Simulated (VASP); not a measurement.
Here is a VASP 6.6.1 calculation.

Contents of POSCAR:

```
Ru
1.0
   -1.5158142114      1.5158142114      1.5158142114
    1.5158142114     -1.5158142114      1.5158142114
    1.5158142114      1.5158142114     -1.5158142114
Ru
1
Direct
    0.0000000000      0.0000000000      0.0000000000
```

The input INCAR.step1:

```
SYSTEM = Ru
PREC = Accurate ; ENCUT = 520
ISMEAR = 0 ; SIGMA = 0.1
LREAL = .False. ; LASPH = .True.
NELM = 80 ; NBANDS = 13
GGA = PE ; ALGO = Normal
EDIFF = 1E-4 ; LWAVE = .True.
LCHARG = .False.
```

Contents of INCAR.step2:

```
SYSTEM = Ru
PREC = Accurate ; ENCUT = 520
EDIFF = 1E-6 ; ISMEAR = 0
SIGMA = 0.1 ; LREAL = .False.
LASPH = .True. ; NELM = 80
ALGO = Normal ; ISIF = 2
LWAVE = .False. ; LCHARG = .True.
METAGGA = R2SCAN ; LMIXTAU = .True.
LELF = .True. ; LVHAR = .True.
NBANDS = 13 ; ISTART = 1
```

KPOINTS

```
regular mesh
0
Gamma
  20 20 20
  0 0 0
```

Potentials or basis: VASP PAW PBE potentials, release 64 (Ru_pv).

Command:

```bash
$ cat potpaw_PBE.64/Ru_pv/POTCAR > POTCAR
$ cp INCAR.step1 INCAR
$ mpirun -np 1 vasp_std > vasp.out
$ cp INCAR.step2 INCAR
$ mpirun -np 1 vasp_std > vasp.out
```

(1) Predict the pressure.

(2) Predict the band gap on the k mesh.

Results:

(1) 1.4 GPa.

(2) zero (band 7 reaches 14.28 eV, above the bottom of band 8 at 10.63 eV).

Caveat: the PAW data sets were made with another functional, which shifts forces and pressure a little.
